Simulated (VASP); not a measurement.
SnO2, 3 atoms in the cell. Symmetry: I4/mmm, No. 139, tetragonal system. The conventional cell has a = 3.583 Å, b = 3.583 Å, c = 5.320 Å, α = 90.00°, β = 90.00°, γ = 90.00°. Within 3.0 Å of Sn (site symmetry 4/mmm) lie 8 O at 2.23 Å. Within 3.0 Å of O (site symmetry -4m2) lie 4 Sn at 2.23 Å and 6 O at 2.53 to 2.66 Å.  This cell differs from its parent crystal: uniaxial x strain +5.0%.

```yaml
Program: VASP 6.6.1
Task: single point
Functional: r2SCAN
Potentials_or_basis: VASP PAW PBE potentials, release 64 (Sn_d, O)
Cutoff: 520 eV
k_mesh: 8 × 8 × 8
Occupations: fermi-dirac, width 0.02 eV
Spin: no spin polarisation
Dipole_correction: no
Further_INCAR_settings: ALGO = Normal; EDIFF = 1e-06; NBANDS = 20
```

Potentials or basis: VASP PAW PBE potentials, release 64 (Sn_d, O).

Launch:

```bash
$ cat potpaw_PBE.64/Sn_d/POTCAR potpaw_PBE.64/O/POTCAR > POTCAR
$ cp INCAR.step1 INCAR
$ mpirun -np 1 vasp_std > vasp.out
$ cp INCAR.step2 INCAR
$ mpirun -np 1 vasp_std > vasp.out
```

Hardware: 1 thread of Intel(R) Xeon(R) Platinum 8375C CPU @ 2.90GHz (Ice Lake) (shared host).

**Question.** How long does it take, and how much memory?

**Answer.** Wall time 120 s on 1 thread of Intel(R) Xeon(R) Platinum 8375C CPU @ 2.90GHz (Ice Lake), on a shared host, peak memory 0.19 GiB. Counts: k points 59.
